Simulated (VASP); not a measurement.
## SnS3: single point with PBE

Crystal: SnS3.

```
CELL_PARAMETERS angstrom
4.28090 0.00000 0.00000
0.00000 4.28090 0.00000
0.00000 0.00000 4.28090
ATOMIC_POSITIONS crystal
Sn 0.00000 0.00000 0.00000
S 0.50000 0.50000 0.00000
S 0.00000 0.50000 0.50000
S 0.50000 0.00000 0.50000
```

```
Program             : VASP 6.6.1
Task                : single point
Functional          : PBE
Potentials or basis : VASP PAW PBE potentials, release 64 (Sn_d, S)
Cutoff              : 520 eV
k mesh              : 12 × 12 × 12
Occupations         : gaussian, width 0.1 eV
Spin                : no spin polarisation
```

- Pressure: 0.0 GPa
- Band gap on the k mesh: zero (band 16 reaches 7.66 eV, above the bottom of band 17 at 6.46 eV)

Levels at points of the mesh, in eV from the Fermi level:
```tsv
k point	band 13	band 14	band 15	band 16	band 17	band 18	band 19	band 20
(0.00, 0.00, 0.00)	-1.14	-1.14	-1.14	0.41	0.41	0.41	5.43	5.43
(0.50, 0.00, 0.00)	-3.07	-2.16	-1.75	0.29	0.29	0.54	1.60	3.90
(0.50, 0.50, 0.00)	-2.26	-2.26	-2.16	-1.11	0.92	1.03	1.29	4.85
(0.50, 0.50, 0.50)	-5.90	0.94	0.94	0.94	1.15	1.15	6.42	6.42
```

Run time: 34 s on 1 thread of Intel(R) Xeon(R) 6975P-C (Granite Rapids), on a shared host, peak memory 0.26 GiB.

Caveat: spin-orbit coupling is left out, which moves the levels of the heavy elements.
